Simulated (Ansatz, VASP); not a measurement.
# C in VASP and in Ansatz

Contents of INCAR:

```
ALGO = Normal
EDIFF = 1E-6
ENCUT = 520
GGA = PE
ISIF = 2
ISMEAR = -1
LASPH = True
LCHARG = False
LREAL = False
LWAVE = False
NBANDS = 11
NELM = 100
PREC = Accurate
SIGMA = 0.02
```

Contents of KPOINTS:

```
k-points
0
Gamma
  12 12 12
```

File POSCAR:

```
C
1.0
    0.0000000000      1.7801241425      1.8513291082
    1.7801241425      0.0000000000      1.8513291082
    1.7801241425      1.7801241425      0.0000000000
C
2
Direct
    0.0000000000      0.0000000000      0.0000000000
    0.2500000000      0.2500000000      0.2500000000
```

Input for Ansatz:

```yaml
crystal:
  lattice:
    - [0.0, 1.7801241425, 1.8513291082]
    - [1.7801241425, 0.0, 1.8513291082]
    - [1.7801241425, 1.7801241425, 0.0]
  atoms:
    - { symbol: C, position: [0.0, 0.0, 0.0] }
    - { symbol: C, position: [0.25, 0.25, 0.25] }
kpoints:
  mp_grid: { grid: [12, 12, 12] }
  band_path:
    path:
      - [0.0, 0.0, 0.0]
      - [0.5, 0.0, 0.5]
      - [0.625, 0.25, 0.625]
      - [0.375, 0.375, 0.75]
      - [0.5, 0.5, 0.5]
      - [0.5, 0.25, 0.75]
      - [0.0, 0.365885, 0.365885]
    npoints: 1
hamiltonian:
  xc: pbe
scf:
  occupations: { method: fermi_dirac, width: 0.02 }
  n_extra_bands: 4
output:
  forces: true
  stress: true
  eigenvalues: true
```

Change from the starting cell: uniaxial_z strain +4.0%.

Alike in both runs: task single point; functional PBE; k mesh 12 × 12 × 12; occupations fermi-dirac, width 0.02 eV; no spin polarisation.

```csv
,VASP,Ansatz
version,VASP 6.6.1,Ansatz 0.2.0
potentials or method,"VASP PAW PBE potentials, release 64 (C)","plane waves, PAW"
plane-wave cutoff (eV),520,420
valence electrons in the cell,8,8
```

VASP gave:

| Item | Value |
| --- | --- |
| gap on the k mesh at the Fermi level (eV) | 3.59 |
| pressure (GPa) | -11.6 |
| traceless stress, the component that is largest in VASP (GPa) | -24.37 |

**Question.** Which values does Ansatz return?

**Answer.** gap on the k mesh at the Fermi level (eV): 3.60; pressure (GPa): -12.1; traceless stress, the component that is largest in VASP (GPa): -24.37.

The functional is the same, so the differences come from potentials, cutoffs and numerics.
